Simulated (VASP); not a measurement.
# Tl (Fm-3m) in VASP: notebook

Tl is run at these levels: PBE; tasks: electric field gradients.

Everything below comes from runs of VASP 6.6.1. Logs are shortened: lines on timing, memory, paths and dates and some standing lists are left out, and cuts for length are marked.

## Step 1: The cell of the first run

Symmetry: Fm-3m, No. 225, cubic system. Conventional cell: a = 4.415 Å, b = 4.415 Å, c = 4.415 Å, α = 90.00°, β = 90.00°, γ = 90.00°. Tl (site symmetry m-3m) has 12 Tl at 3.12 Å within 4.1 Å.

## Step 2: Electric field gradients, PBE (volume scaled by 1.06)

Input file INCAR:

```
PREC = Accurate
ENCUT = 520
EDIFF = 1E-8
ISMEAR = -1
SIGMA = 0.05
LREAL = F
LASPH = T
NELM = 80
ALGO = Normal
ISIF = 2
LWAVE = F
LCHARG = F
GGA = PE
LEFG = T
NBANDS = 12
```

Input file KPOINTS:

```
regular mesh
0
Gamma
  14 14 14
```

Input file POSCAR:

```
Tl
1.0
    0.0000000000      2.2074617605      2.2074617605
    2.2074617605      0.0000000000      2.2074617605
    2.2074617605      2.2074617605      0.0000000000
Tl
1
Direct
    0.0000000000      0.0000000000      0.0000000000
```

Potentials or basis: VASP PAW PBE potentials, release 64 (Tl_d).

Started as:

```console
$ cat potpaw_PBE.64/Tl_d/POTCAR > POTCAR
$ mpirun -np 1 vasp_std > vasp.out
```

OUTCAR:

```text
PREC = Accurate
   ENCUT = 520
   EDIFF = 1E-8
   ISMEAR = -1
   LREAL = F
   LASPH = T
   NELM = 80
   ISIF = 2
   GGA = PE

 ion  position               nearest neighbor table
   1  0.000  0.000  0.000-

  LATTYP: Found a face centered cubic cell.
 ALAT       =     4.4149235210

  Lattice vectors:

 A1 = (   0.0000000000,   2.2074617605,   2.2074617605)
 A2 = (   2.2074617605,   0.0000000000,   2.2074617605)
 A3 = (   2.2074617605,   2.2074617605,   0.0000000000)

Analysis of symmetry for initial positions (statically):
=====================================================================
 Subroutine PRICEL returns:
 Original cell was already a primitive cell.

 Routine SETGRP: Setting up the symmetry group for a
 face centered cubic supercell.

 Subroutine GETGRP returns: Found 48 space group operations
 (whereof 48 operations were pure point group operations)
 out of a pool of 48 trial point group operations.

The static configuration has the point symmetry O_h .

Analysis of symmetry for dynamics (positions and initial velocities):
=====================================================================
 Subroutine PRICEL returns:
 Original cell was already a primitive cell.

 Routine SETGRP: Setting up the symmetry group for a
 face centered cubic supercell.

 Subroutine GETGRP returns: Found 48 space group operations
 (whereof 48 operations were pure point group operations)
 out of a pool of 48 trial point group operations.

The dynamic configuration has the point symmetry O_h .

 Subroutine INISYM returns: Found 48 space group operations
 (whereof 48 operations are pure point group operations),
 and found     1 'primitive' translations

----------------------------------------------------------------------------------------

                                     Primitive cell

  volume of cell :      21.5134

  direct lattice vectors                    reciprocal lattice vectors
     0.000000000  2.207461761  2.207461761    -0.226504490  0.226504490  0.226504490
     2.207461761  0.000000000  2.207461761     0.226504490 -0.226504490  0.226504490
     2.207461761  2.207461761  0.000000000     0.226504490  0.226504490 -0.226504490

  length of vectors
     3.121822360  3.121822360  3.121822360     0.392317285  0.392317285  0.392317285

  position of ions in fractional coordinates (direct lattice)
     0.000000000  0.000000000  0.000000000

  ion indices of the primitive-cell ions
   primitive index   ion index
                 1           1

----------------------------------------------------------------------------------------

 KPOINTS: regular mesh

Automatic generation of k-mesh.
 Grid dimensions read from file:
 generate k-points for:   14   14   14

 Generating k-lattice:

  Cartesian coordinates                     Fractional coordinates (reciprocal lattice)
    -0.016178892  0.016178892  0.016178892     0.071428571  0.000000000  0.000000000
     0.016178892 -0.016178892  0.016178892     0.000000000  0.071428571  0.000000000
     0.016178892  0.016178892 -0.016178892     0.000000000  0.000000000  0.071428571

  Length of vectors
     0.028022663  0.028022663  0.028022663

  Shift w.r.t. Gamma in fractional coordinates (k-lattice)
     0.000000000  0.000000000  0.000000000

 Subroutine IBZKPT returns following result:
 ===========================================

 Found    104 irreducible k-points:

 Following reciprocal coordinates:
            Coordinates               Weight
  0.000000  0.000000  0.000000      1.000000
  0.071429  0.000000  0.000000      8.000000
  0.142857  0.000000  0.000000      8.000000
  0.214286  0.000000  0.000000      8.000000
  0.285714  0.000000  0.000000      8.000000
  0.357143  0.000000  0.000000      8.000000
[... 16 lines left out ...]
  0.214286  0.142857  0.000000     24.000000
  0.285714  0.142857  0.000000     24.000000
 [... further k-points ...]
   k-points           NKPTS =    104   k-points in BZ     NKDIM =    104   number of bands    NBANDS=     12
   number of dos      NEDOS =    301   number of ions     NIONS =      1
   total plane-waves  NPLWV =  13824
   dimension x,y,z NGX =    24 NGY =   24 NGZ =   24
   dimension x,y,z NGXF=    48 NGYF=   48 NGZF=   48
   ions per type =               1
   NGX,Y,Z   is equivalent  to a cutoff of  12.78, 12.78, 12.78 a.u.
   NGXF,Y,Z  is equivalent  to a cutoff of  25.56, 25.56, 25.56 a.u.
 SYSTEM =  unknown system
   PREC   = accura    normal or accurate (medium, high low for compatibility)
   ISTART =      0    job   : 0-new  1-cont  2-samecut
   ICHARG =      2    charge: 1-file 2-atom 10-const
   ISPIN  =      1    spin polarized calculation?
   LNONCOLLINEAR =      F non collinear calculations
   LSORBIT =      F    spin-orbit coupling
   LASPH  =      T    aspherical Exc in radial PAW
   ENCUT  =  520.0 eV  38.22 Ry    6.18 a.u.   5.80  5.80  5.80*2*pi/ulx,y,z
   NELM   =     80;   NELMIN=  2; NELMDL= -5     # of ELM steps
   EDIFF  = 0.1E-07   stopping-criterion for ELM
   LREAL  =      F    real-space projection
   EDIFFG = 0.1E-06   stopping-criterion for IOM
   NSW    =      0    number of steps for IOM
   IBRION =     -1    ionic relax: 0-MD 1-quasi-New 2-CG
   NFREE  =      0    steps in history (QN), initial steepest desc. (CG)
   ISIF   =      2    stress and relaxation
   ISYM   =      2    0-nonsym 1-usesym 2-fastsym
   POTIM  = 0.5000    time-step for ionic-motion
   TEBEG  =    0.0;   TEEND  =   0.0 temperature during run
   PSTRESS=    0.0 pullay stress
   NELECT =      13.0000    total number of electrons
   NUPDOWN=      -1.0000    fix difference up-down
   EMIN   =  10.00;   EMAX   =-10.00  energy-range for DOS
   EFERMI =   0.00;   METHOD = LEGACY
   ISMEAR =    -1;   SIGMA  =   0.05  broadening in eV -4-tet -1-fermi 0-gaus
   EFERMI_NEDOS =   21; number of points for ismear=-14 and -15
   IALGO  =     38    algorithm
   IMIX   =      4    mixing-type and parameters
     AMIX     =   0.40;   BMIX     =  1.00
     AMIX_MAG =   1.60;   BMIX_MAG =  1.00
  volume/ion in A,a.u.               =      21.51       145.18
  Fermi-wavevector in a.u.,A,eV,Ry     =   1.384053  2.615481 26.063362  1.915603
  Thomas-Fermi vector in A             =   2.508593
   LORBIT       =      0    0 simple, 1 ext, 2 COOP (PROOUT), +10 PAW based schemes
   GGA     = PE    functional components
   LHFCALC =     F    Hartree Fock is set to
   AEXX    =    0.0000 exact exchange contribution
   IVDW    =     0    specifies the selected vdW correction
   LEPSILON=     F    determine dielectric tensor
   LRPA    =     F    only Hartree local field effects (RPA)
 non-spin polarized calculation
  energy-cutoff  :      520.00
  volume of cell :       21.51
 maximum number of plane-waves:       592
   NGX = 11   NGY = 11   NGZ = 11

 number of electron      12.9999998 magnetization

 Free energy of the ion-electron system (eV)
  ---------------------------------------------------
  ext. energy  EPLUGINS =         0.00000000
  ---------------------------------------------------
  free energy    TOTEN  =        -1.64854225 eV

  energy without entropy =       -1.64460506  energy(sigma->0) =       -1.64657365

 E-fermi :  10.1581     XC(G=0): -11.6962

 val. band max:       10.1196251537   @ k =  -0.4286   0.4286   0.1429
 cond. band min:      10.1738950714   @ k =  -0.3571   0.4286   0.2143
 fundamental gap:      0.0542699177
 Fermi energy:        10.1581334059

 k-point     1 :       0.0000    0.0000    0.0000
  band No.  band energies     occupation
      1      -2.2556      2.00000
      2      -2.1216      2.00000
      3      -2.1216      2.00000
      4      -2.1216      2.00000
      5      -1.5645      2.00000
      6      -1.5645      2.00000
      7      21.2245      0.00000
      8      22.7351      0.00000
      9      22.7351      0.00000
     10      22.7351      0.00000
     11      27.6099      0.00000
     12      28.3788      0.00000

 k-point     2 :       0.0714    0.0000    0.0000
  band No.  band energies     occupation
      1      -2.1840      2.00000
      2      -2.0954      2.00000
      3      -2.0954      2.00000
      4      -2.0646      2.00000
      5      -1.5703      2.00000
      6      -1.5703      2.00000
      7      20.9035      0.00000
      8      21.6796      0.00000
      9      22.6821      0.00000
     10      22.6821      0.00000
     11      27.3618      0.00000
     12      28.1811      0.00000
[... 316 lines left out ...]
 k-point    24 :       0.2857    0.1429    0.0000
  band No.  band energies     occupation
      1      -2.3983      2.00000
      2      -1.9649      2.00000
      3      -1.8444      2.00000
      4      -1.8203      2.00000
      5      -1.3254      2.00000
      6       0.0965      2.00000
      7      14.9397      0.00000
      8      19.0328      0.00000
      9      20.2537      0.00000
     10      21.2176      0.00000
     11      23.9397      0.00000
     12      28.4325      0.00000

 [... further k-points ...]
[... 5 lines left out ...]
  --------------------------------------------------------------------------------------
  -------------------------------------------------------------------------------------
  Total        3.6972938      3.6972938      3.6972938      0.0000000      0.0000000     -0.0000000
  in kB      275.3499383    275.3499383    275.3499383      0.0000000      0.0000000     -0.0000000
  external PRESSURE =     275.3499383 kB  Pullay stress =       0.0000000 kB

 VOLUME and BASIS-vectors are now :
 -----------------------------------------------------------------------------
  energy-cutoff  :      520.00
  volume of cell :       21.51
      direct lattice vectors                 reciprocal lattice vectors
     0.000000000  2.207461761  2.207461761    -0.226504490  0.226504490  0.226504490
     2.207461761  0.000000000  2.207461761     0.226504490 -0.226504490  0.226504490
     2.207461761  2.207461761  0.000000000     0.226504490  0.226504490 -0.226504490

 POSITION                                       TOTAL-FORCE (eV/Angst)
 -----------------------------------------------------------------------------------
      0.00000      0.00000      0.00000         0.000000     -0.000000      0.000000
 -----------------------------------------------------------------------------------
    total drift:                               -0.000000      0.000000     -0.000000

  FREE ENERGIE OF THE ION-ELECTRON SYSTEM (eV)
  ---------------------------------------------------
  free  energy   TOTEN  =        -1.6485422451 eV

  energy  without entropy=       -1.6446050564  energy(sigma->0) =       -1.64657365

 Electric field gradients (V/A^2)
---------------------------------------------------------------------
 ion       V_xx      V_yy      V_zz      V_xy      V_xz      V_yz
---------------------------------------------------------------------
   1      -0.000    -0.000     0.000    -0.001    -0.001    -0.001
---------------------------------------------------------------------

 Electric field gradients after diagonalization (V/A^2)
 (convention: |V_zz| > |V_xx| > |V_yy|)
----------------------------------------------------------------------
 ion       V_xx      V_yy      V_zz     asymmetry (V_yy - V_xx)/ V_zz
----------------------------------------------------------------------
   1       0.001     0.001    -0.002       0.000
----------------------------------------------------------------------

           NMR quadrupolar parameters

 Cq : quadrupolar parameter    Cq=e*Q*V_zz/h
 eta: asymmetry parameters     (V_yy - V_xx)/ V_zz
 Q  : nuclear electric quadrupole moment in mb (millibarn)
----------------------------------------------------------------------
 ion       Cq(MHz)       eta       Q (mb)
----------------------------------------------------------------------
   1      -0.000       0.000       1.000
----------------------------------------------------------------------
```

Wall time 14 s (1 thread of Intel Xeon Platinum 8488C (Sapphire Rapids), shared host); peak memory 0.15 GiB.

Results:

```
Free energy : -1.6485 eV
Pressure    : 27.5 GPa
```

Caveat: without QUAD_EFG the Cq values of the log hold for a quadrupole moment of 1 mb, not for the nuclei; spin-orbit coupling is left out, which moves the levels of the heavy elements.

(Part 1 of 2 ends here.)
